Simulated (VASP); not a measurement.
# Ta2Si (I4/mcm) in VASP: notebook

Ta2Si is run at these levels: PBEsol; tasks: single point, relaxation of shape and atoms at fixed volume.

All numbers are computed with VASP 6.6.1; they aren't measurements. Logs are shortened: lines on timing, memory, paths and dates and some standing lists are left out, and cuts for length are marked.

## (1) The cell of the first run

The structure is tetragonal, space group I4/mcm (No. 140). Conventional cell: a = 6.137 Å, b = 6.137 Å, c = 5.040 Å, α = 90.00°, β = 90.00°, γ = 90.00°. Ta (site symmetry m2m) has 4 Si at 2.62 Å and 11 Ta at 2.83 to 3.25 Å within 3.5 Å. Si (site symmetry 422) has 2 Si at 2.52 Å and 8 Ta at 2.62 Å within 3.3 Å.

## (2) Single point, PBEsol

Input file INCAR:

```
PREC = Accurate ; ENCUT = 520
EDIFF = 1E-6 ; ISMEAR = 0
SIGMA = 0.1 ; LREAL = False
LASPH = True ; NELM = 100
ALGO = Fast ; ISIF = 2
LWAVE = False ; LCHARG = False
GGA = PS ; NBANDS = 35
```

Input file KPOINTS:

```
regular mesh
0
Gamma
  10 10 10
```

Input file POSCAR:

```
Ta2Si
1.0
   -3.0683767193      3.0683767193      2.5198993616
    3.0683767193     -3.0683767193      2.5198993616
    3.0683767193      3.0683767193     -2.5198993616
Ta Si
4 2
Direct
    0.6630661939      0.8369338061      0.5000000000
    0.8369338061      0.3369338061      0.1738676123
    0.3369338061      0.1630661939      0.5000000000
    0.1630661939      0.6630661939      0.8261323877
    0.2500000000      0.2500000000      0.0000000000
    0.7500000000      0.7500000000      0.0000000000
```

Potentials or basis: VASP PAW PBE potentials, release 64 (Ta_pv, Si).

The run is started by

```console
> cat potpaw_PBE.64/Ta_pv/POTCAR potpaw_PBE.64/Si/POTCAR > POTCAR
> mpirun -np 1 vasp_std > vasp.out
```

OUTCAR:

```text
PREC = Accurate
   ENCUT = 520
   EDIFF = 1E-6
   ISMEAR = 0
   LREAL = False
   LASPH = True
   NELM = 100
   ISIF = 2
   GGA = PS

 ion  position               nearest neighbor table
   1  0.663  0.837  0.500-   5 2.62   6 2.62   6 2.62   5 2.62   3 2.83   3 2.94   3 2.94   2 3.22
                             4 3.22   4 3.22   2 3.22   4 3.25   2 3.25   4 3.25   2 3.25
   2  0.837  0.337  0.174-   6 2.62   5 2.62   5 2.62   6 2.62   4 2.83   4 2.94   4 2.94   1 3.22
                             3 3.22   3 3.22   1 3.22   1 3.25   3 3.25   3 3.25   1 3.25
   3  0.337  0.163  0.500-   6 2.62   5 2.62   5 2.62   6 2.62   1 2.83   1 2.94   1 2.94   2 3.22
                             4 3.22   4 3.22   2 3.22   4 3.25   2 3.25   2 3.25   4 3.25
   4  0.163  0.663  0.826-   6 2.62   5 2.62   5 2.62   6 2.62   2 2.83   2 2.94   2 2.94   3 3.22
                             1 3.22   1 3.22   3 3.22   3 3.25   1 3.25   1 3.25   3 3.25
   5  0.250  0.250  0.000-   6 2.52   6 2.52   1 2.62   3 2.62   1 2.62   3 2.62   2 2.62   4 2.62
                             4 2.62   2 2.62
   6  0.750  0.750  0.000-   5 2.52   5 2.52   3 2.62   1 2.62   3 2.62   1 2.62   4 2.62   2 2.62
                             4 2.62   2 2.62

  LATTYP: Found a body centered tetragonal cell.
 ALAT       =     6.1367534386
 C/A-ratio  =     0.8212483642

  Lattice vectors:

 A1 = (  -3.0683767193,   3.0683767193,   2.5198993616)
 A2 = (   3.0683767193,  -3.0683767193,   2.5198993616)
 A3 = (   3.0683767193,   3.0683767193,  -2.5198993616)

Analysis of symmetry for initial positions (statically):
=====================================================================
 Subroutine PRICEL returns:
 Original cell was already a primitive cell.

 Routine SETGRP: Setting up the symmetry group for a
 body centered tetragonal supercell.

 Subroutine GETGRP returns: Found 16 space group operations
 (whereof  8 operations were pure point group operations)
 out of a pool of 16 trial point group operations.

The static configuration has the point symmetry C_4h.
 The point group associated with its full space group is D_4h.

Analysis of symmetry for dynamics (positions and initial velocities):
=====================================================================
 Subroutine PRICEL returns:
 Original cell was already a primitive cell.

 Routine SETGRP: Setting up the symmetry group for a
 body centered tetragonal supercell.

 Subroutine GETGRP returns: Found 16 space group operations
 (whereof  8 operations were pure point group operations)
 out of a pool of 16 trial point group operations.

The dynamic configuration has the point symmetry C_4h.
 The point group associated with its full space group is D_4h.

 Subroutine INISYM returns: Found 16 space group operations
 (whereof  8 operations are pure point group operations),
[... 113 lines left out ...]
   TEBEG  =    0.0;   TEEND  =   0.0 temperature during run
   PSTRESS=    0.0 pullay stress
   NELECT =      52.0000    total number of electrons
   NUPDOWN=      -1.0000    fix difference up-down
   EMIN   =  10.00;   EMAX   =-10.00  energy-range for DOS
   EFERMI =   0.00;   METHOD = LEGACY
   ISMEAR =     0;   SIGMA  =   0.10  broadening in eV -4-tet -1-fermi 0-gaus
   EFERMI_NEDOS =   21; number of points for ismear=-14 and -15
   IALGO  =     68    algorithm
   IMIX   =      4    mixing-type and parameters
     AMIX     =   0.40;   BMIX     =  1.00
     AMIX_MAG =   1.60;   BMIX_MAG =  1.00
  volume/ion in A,a.u.               =      15.82       106.73
  Fermi-wavevector in a.u.,A,eV,Ry     =   1.339643  2.531558 24.417607  1.794644
  Thomas-Fermi vector in A             =   2.468019
   LORBIT       =      0    0 simple, 1 ext, 2 COOP (PROOUT), +10 PAW based schemes
   GGA     = PS    functional components
   LHFCALC =     F    Hartree Fock is set to
   AEXX    =    0.0000 exact exchange contribution
   IVDW    =     0    specifies the selected vdW correction
   LEPSILON=     F    determine dielectric tensor
   LRPA    =     F    only Hartree local field effects (RPA)
 non-spin polarized calculation
 RMM-DIIS sequential band-by-band and
 Gauss-broadening in eV      SIGMA  =   0.10
  energy-cutoff  :      520.00
  volume of cell :       94.90
 maximum number of plane-waves:      2589
 NGX is ok and might be reduce to    40
   NGX = 19   NGY = 19   NGZ = 19

 number of electron      52.0000000 magnetization

 Free energy of the ion-electron system (eV)
  ---------------------------------------------------
  ext. energy  EPLUGINS =         0.00000000
  ---------------------------------------------------
  free energy    TOTEN  =       -65.31765013 eV

  energy without entropy =      -65.30170171  energy(sigma->0) =      -65.30967592

 E-fermi :   7.5489     XC(G=0): -12.5989

 val. band max:        7.5460779823   @ k =   0.2000   0.2000   0.0000
 cond. band min:       7.5495805682   @ k =  -0.3000   0.3000   0.0000
 fundamental gap:      0.0035025859
 Fermi energy:         7.5489155594

 k-point     1 :       0.0000    0.0000    0.0000
  band No.  band energies     occupation
      1     -26.9311      2.00000
      2     -26.9285      2.00000
      3     -26.9285      2.00000
      4     -26.8691      2.00000
      5     -26.8691      2.00000
      6     -26.8417      2.00000
[... 901 lines left out ...]
     34      11.3647      0.00000
     35      11.8812      0.00000

 [... further k-points ...]

------------------------ aborting loop because EDIFF is reached ----------------------------------------

  FORCE on cell =-STRESS in cart. coord.  units (eV):
  Direction    XX          YY          ZZ          XY          YZ          ZX
  --------------------------------------------------------------------------------------
  -------------------------------------------------------------------------------------
  Total        0.1763774      0.1763774      0.1296163      0.0000000      0.0000000      0.0000000
  in kB        2.9777828      2.9777828      2.1883145      0.0000000      0.0000000      0.0000000
  external PRESSURE =       2.7146267 kB  Pullay stress =       0.0000000 kB

 VOLUME and BASIS-vectors are now :
 -----------------------------------------------------------------------------
  energy-cutoff  :      520.00
  volume of cell :       94.90
      direct lattice vectors                 reciprocal lattice vectors
    -3.068376719  3.068376719  2.519899362     0.000000000  0.162952612  0.198420623
     3.068376719 -3.068376719  2.519899362     0.162952612  0.000000000  0.198420623
     3.068376719  3.068376719 -2.519899362     0.162952612  0.162952612  0.000000000

 POSITION                                       TOTAL-FORCE (eV/Angst)
 -----------------------------------------------------------------------------------
      2.06768      1.00070      2.51990         0.003833     -0.003833      0.000000
     -1.00070      2.06768      2.51990         0.003833      0.003833      0.000000
      1.00070      2.06768      0.00000        -0.003833      0.003833      0.000000
      4.06907      1.00070      0.00000        -0.003833     -0.003833     -0.000000
      0.00000      0.00000      1.25995        -0.000000      0.000000      0.000000
      0.00000      0.00000      3.77985        -0.000000      0.000000      0.000000
 -----------------------------------------------------------------------------------
    total drift:                                0.000000      0.000000     -0.000000

  FREE ENERGIE OF THE ION-ELECTRON SYSTEM (eV)
  ---------------------------------------------------
  free  energy   TOTEN  =       -65.3176501263 eV

  energy  without entropy=      -65.3017017131  energy(sigma->0) =      -65.30967592
```

OSZICAR:

```text
N       E                     dE             d eps       ncg     rms          rms(c)
DAV:   1     0.454012052664E+03    0.45401E+03   -0.27798E+04  7140   0.150E+03
DAV:   2    -0.478986570657E+02   -0.50191E+03   -0.48945E+03  7874   0.430E+02
DAV:   3    -0.684541253539E+02   -0.20555E+02   -0.20013E+02  9144   0.778E+01
DAV:   4    -0.688704135001E+02   -0.41629E+00   -0.41326E+00  8840   0.104E+01
DAV:   5    -0.688776328142E+02   -0.72193E-02   -0.72053E-02  8904   0.132E+00    0.322E+01
RMM:   6    -0.656992363888E+02    0.31784E+01   -0.64928E+00  7760   0.112E+01    0.147E+01
RMM:   7    -0.653584875904E+02    0.34075E+00   -0.45942E+00  8268   0.839E+00    0.195E+00
RMM:   8    -0.653136720770E+02    0.44816E-01   -0.34572E-01  8606   0.267E+00    0.161E+00
RMM:   9    -0.653181280993E+02   -0.44560E-02   -0.83008E-02  9287   0.111E+00    0.647E-01
RMM:  10    -0.653179283642E+02    0.19974E-03   -0.19719E-02  8888   0.549E-01    0.246E-01
RMM:  11    -0.653177524362E+02    0.17593E-03   -0.49666E-03  8916   0.316E-01    0.249E-01
RMM:  12    -0.653176125925E+02    0.13984E-03   -0.14433E-03  9023   0.158E-01    0.624E-02
RMM:  13    -0.653176459650E+02   -0.33373E-04   -0.38419E-04  9938   0.767E-02    0.256E-02
RMM:  14    -0.653176507971E+02   -0.48321E-05   -0.56794E-05  9877   0.330E-02    0.261E-02
RMM:  15    -0.653176497361E+02    0.10611E-05   -0.10252E-05  7692   0.151E-02    0.178E-03
RMM:  16    -0.653176501263E+02   -0.39024E-06   -0.22832E-06  6293   0.732E-03
   1 F= -.65317650E+02 E0= -.65309676E+02  d E =-.159484E-01
```

stdout:

```text
POSCAR found type information on POSCAR TaSi
 POSCAR found :  2 types and       6 ions
 scaLAPACK will be used
 -----------------------------------------------------------------------------
|                                                                             |
|                                                                             |
|     You enforced a specific xc type in the INCAR file but a different       |
|     I HOPE YOU KNOW WHAT YOU ARE DOING!                                     |
|                                                                             |
 -----------------------------------------------------------------------------

 LDA part: xc-table for (Slater+PW92), standard interpolation
 POSCAR, INCAR and KPOINTS ok, starting setup
 FFT: planning ... GRIDC
 FFT: planning ... GRID_SOFT
 FFT: planning ... GRID
 WAVECAR not read
 entering main loop
WARNING in EDDRMM: call to ZHEGV failed, returncode =   8  4     34
```

It took 6.1 min on 1 thread of AMD EPYC 7R13 (Zen 3), shared host; peak memory 0.39 GiB.

Results:

```
Free energy            : -65.3177 eV
Pressure               : 0.3 GPa
Largest force          : 0.005 eV/Å
Band gap on the k mesh : zero (bands 26 and 27 overlap by 0.75 eV)
```

Forces in eV/Å, atoms in the order of the input:
```
Ta   0.004 -0.004  0.000
Ta   0.004  0.004  0.000
Ta  -0.004  0.004  0.000
Ta  -0.004 -0.004  0.000
Si   0.000  0.000  0.000
Si   0.000  0.000  0.000
```

Stress tensor (GPa, compression positive):
```
0.30 0.00 0.00
0.00 0.30 0.00
0.00 0.00 0.22
```

Levels at points of the mesh, in eV from the Fermi level:
```csv
k point,band 23,band 24,band 25,band 26,band 27,band 28,band 29,band 30
"(0.00, 0.00, 0.00)",-2.52,-2.02,0.20,0.20,0.91,1.34,1.34,1.59
"(0.50, 0.00, 0.00)",-1.99,-1.99,-1.05,-1.05,0.68,0.68,1.90,1.90
"(0.50, 0.50, 0.00)",-1.97,-1.44,-0.22,0.03,0.07,0.65,1.35,1.81
"(0.50, 0.50, 0.50)",-1.07,-1.05,-1.01,-1.01,-0.23,0.21,0.71,0.71
```

Caveat: the PAW data sets were made with another functional, which shifts forces and pressure a little; spin-orbit coupling is left out, which moves the levels of the heavy elements.

## (3) Relaxation of shape and atoms at fixed volume, PBEsol (13.92 Å³/atom)

This run uses another cell than the first one, of 13.92 Å³/atom.

Input file INCAR:

```
SYSTEM = Ta2Si
ALGO = Fast
EDIFF = 1E-7
EDIFFG = -0.01
ENCUT = 600
GGA = PS
IBRION = 2
ISIF = 4
ISMEAR = 0
LASPH = .True.
LCHARG = .False.
LREAL = .False.
LWAVE = .False.
NELM = 60
NSW = 50
PREC = Accurate
SIGMA = 0.1
```

Input file KPOINTS:

```
k-points
0
Gamma
  10 10 10
  0 0 0
```

Input file POSCAR:

```
Ta2Si
1.0
   -2.9433997758      2.9433997758      2.4098206508
    2.9433997758     -2.9433997758      2.4098206508
    2.9433997758      2.9433997758     -2.4098206508
Ta Si
4 2
Direct
    0.6619727385      0.8380272615      0.5000000000
    0.8380272615      0.3380272615      0.1760545231
    0.3380272615      0.1619727385      0.5000000000
    0.1619727385      0.6619727385      0.8239454769
    0.2500000000      0.2500000000      0.0000000000
    0.7500000000      0.7500000000      0.0000000000
```

Potentials or basis: VASP PAW PBE potentials, release 64 (Ta_pv, Si).

The run is started by

```console
> cat potpaw_PBE.64/Ta_pv/POTCAR potpaw_PBE.64/Si/POTCAR > POTCAR
> mpirun -np 1 vasp_std > vasp.out
```

OUTCAR:

```text
SYSTEM = Ta2Si
   EDIFF = 1E-7
   EDIFFG = -0.01
   ENCUT = 600
   GGA = PS
   IBRION = 2
   ISIF = 4
   ISMEAR = 0
   LASPH = .True.
   LREAL = .False.
   NELM = 60
   NSW = 50
   PREC = Accurate

 ion  position               nearest neighbor table
   1  0.662  0.838  0.500-   5 2.51   6 2.51   6 2.51   5 2.51   3 2.70   3 2.82   3 2.82   2 3.07
                             4 3.07   4 3.07   2 3.07   4 3.12   2 3.12   4 3.12   2 3.12
   2  0.838  0.338  0.176-   6 2.51   5 2.51   5 2.51   6 2.51   4 2.70   4 2.82   4 2.82   1 3.07
                             3 3.07   3 3.07   1 3.07   1 3.12   3 3.12   3 3.12   1 3.12
   3  0.338  0.162  0.500-   6 2.51   5 2.51   5 2.51   6 2.51   1 2.70   1 2.82   1 2.82   2 3.07
                             4 3.07   4 3.07   2 3.07   4 3.12   2 3.12   2 3.12   4 3.12
   4  0.162  0.662  0.824-   6 2.51   5 2.51   5 2.51   6 2.51   2 2.70   2 2.82   2 2.82   3 3.07
                             1 3.07   1 3.07   3 3.07   3 3.12   1 3.12   1 3.12   3 3.12
   5  0.250  0.250  0.000-   6 2.41   6 2.41   1 2.51   3 2.51   1 2.51   3 2.51   2 2.51   4 2.51
                             4 2.51   2 2.51
   6  0.750  0.750  0.000-   5 2.41   5 2.41   3 2.51   1 2.51   3 2.51   1 2.51   4 2.51   2 2.51
                             4 2.51   2 2.51

  LATTYP: Found a body centered tetragonal cell.
 ALAT       =     5.8867995516
 C/A-ratio  =     0.8187201313

  Lattice vectors:

 A1 = (  -2.9433997758,   2.9433997758,   2.4098206508)
 A2 = (   2.9433997758,  -2.9433997758,   2.4098206508)
 A3 = (   2.9433997758,   2.9433997758,  -2.4098206508)

Analysis of symmetry for initial positions (statically):
=====================================================================
 Subroutine PRICEL returns:
 Original cell was already a primitive cell.

 Routine SETGRP: Setting up the symmetry group for a
 body centered tetragonal supercell.

 Subroutine GETGRP returns: Found 16 space group operations
 (whereof  8 operations were pure point group operations)
 out of a pool of 16 trial point group operations.

The static configuration has the point symmetry C_4h.
 The point group associated with its full space group is D_4h.

Analysis of symmetry for dynamics (positions and initial velocities):
[... 153 lines left out ...]
 RMM-DIIS sequential band-by-band and
 Gauss-broadening in eV      SIGMA  =   0.10
  energy-cutoff  :      600.00
  volume of cell :       83.51
 maximum number of plane-waves:      2815
   NGX = 19   NGY = 19   NGZ = 19

--------------------------------------- Ionic step        1  -------------------------------------------

 number of electron      52.0000002 magnetization

 Free energy of the ion-electron system (eV)
  ---------------------------------------------------
  ext. energy  EPLUGINS =         0.00000000
  ---------------------------------------------------
  free energy    TOTEN  =       -64.08634822 eV

  energy without entropy =      -64.07081065  energy(sigma->0) =      -64.07857943

------------------------ aborting loop because EDIFF is reached ----------------------------------------

  FORCE on cell =-STRESS in cart. coord.  units (eV):
  Direction    XX          YY          ZZ          XY          YZ          ZX
  --------------------------------------------------------------------------------------
  -------------------------------------------------------------------------------------
  Total       19.9784253     19.9784253     19.7602562      0.0000000      0.0000000      0.0000000
  in kB      383.2909963    383.2909963    379.1053700      0.0000000      0.0000000      0.0000000
  external PRESSURE =     381.8957875 kB  Pullay stress =       0.0000000 kB
[... 67 lines left out ...]
--------------------------------------- Ionic step        3  -------------------------------------------

 number of electron      52.0000002 magnetization

 Free energy of the ion-electron system (eV)
  ---------------------------------------------------
  ext. energy  EPLUGINS =         0.00000000
  ---------------------------------------------------
  free energy    TOTEN  =       -64.08730638 eV

  energy without entropy =      -64.07157792  energy(sigma->0) =      -64.07944215

 E-fermi :   8.8395     XC(G=0): -13.2423

 val. band max:        8.8393652505   @ k =   0.5000   0.5000   0.4000
 cond. band min:       8.8460255603   @ k =   0.5000   0.3000   0.1000
 fundamental gap:      0.0066603098
 Fermi energy:         8.8394777424

 k-point     1 :       0.0000    0.0000    0.0000
  band No.  band energies     occupation
      1     -25.5455      2.00000
      2     -25.4308      2.00000
      3     -25.4308      2.00000
      4     -25.4242      2.00000
      5     -25.3676      2.00000
      6     -25.3676      2.00000
[... 805 lines left out ...]
     30      10.8814      0.00000
     31      11.8198      0.00000

 [... further k-points ...]

------------------------ aborting loop because EDIFF is reached ----------------------------------------

  FORCE on cell =-STRESS in cart. coord.  units (eV):
  Direction    XX          YY          ZZ          XY          YZ          ZX
  --------------------------------------------------------------------------------------
  -------------------------------------------------------------------------------------
  Total       19.8671920     19.8671920     19.8174303      0.0000000      0.0000000      0.0000000
  in kB      381.1569582    381.1569582    380.2022683      0.0000000      0.0000000      0.0000000
  external PRESSURE =     380.8387282 kB  Pullay stress =       0.0000000 kB
[... 21 lines left out ...]
  FREE ENERGIE OF THE ION-ELECTRON SYSTEM (eV)
  ---------------------------------------------------
  free  energy   TOTEN  =       -64.0873063763 eV

  energy  without entropy=      -64.0715779188  energy(sigma->0) =      -64.07944215

 reached required accuracy - stopping structural energy minimisation
```

It took 6.1 min on 1 thread of Intel Xeon 6975P-C (Granite Rapids), shared host; peak memory 0.42 GiB.

Results:

- Free energy: -64.0873 eV
- Energy gained by relaxing: 0.2 meV/atom
- Ionic steps: 3
- Pressure after relaxing: 38.1 GPa
- Band gap on the k mesh: zero (bands 26 and 27 overlap by 0.86 eV)

Forces in eV/Å, atoms in the order of the input:
```
Ta  -0.001  0.001  0.000
Ta  -0.001 -0.001  0.000
Ta   0.001 -0.001  0.000
Ta   0.001  0.001  0.000
Si   0.000  0.000  0.000
Si   0.000  0.000  0.000
```

The path:
```
step  energy change (eV)  largest force (eV/Å)  pressure (GPa)  volume (Å³)
   1              0.0000                0.1101           38.19        83.51
   2             -0.0008                0.0421           38.05        83.51
   3             -0.0010                0.0020           38.08        83.51
```

Final structure:
```cif
data_structure
_symmetry_space_group_name_H-M 'P 1'
_symmetry_Int_Tables_number 1
_cell_length_a 4.8103
_cell_length_b 4.8103
_cell_length_c 4.8103
_cell_angle_alpha 104.509
_cell_angle_beta 104.509
_cell_angle_gamma 119.929
_cell_volume 83.51
loop_
_atom_site_label
_atom_site_type_symbol
_atom_site_fract_x
_atom_site_fract_y
_atom_site_fract_z
_atom_site_occupancy
Ta1 Ta 0.66150 0.83850 0.50000 1
Ta2 Ta 0.83850 0.33850 0.17700 1
Ta3 Ta 0.33850 0.16150 0.50000 1
Ta4 Ta 0.16150 0.66150 0.82300 1
Si1 Si 0.25000 0.25000 0.00000 1
Si2 Si 0.75000 0.75000 0.00000 1
```

Caveat: the PAW data sets were made with another functional, which shifts forces and pressure a little; spin-orbit coupling is left out, which moves the levels of the heavy elements.
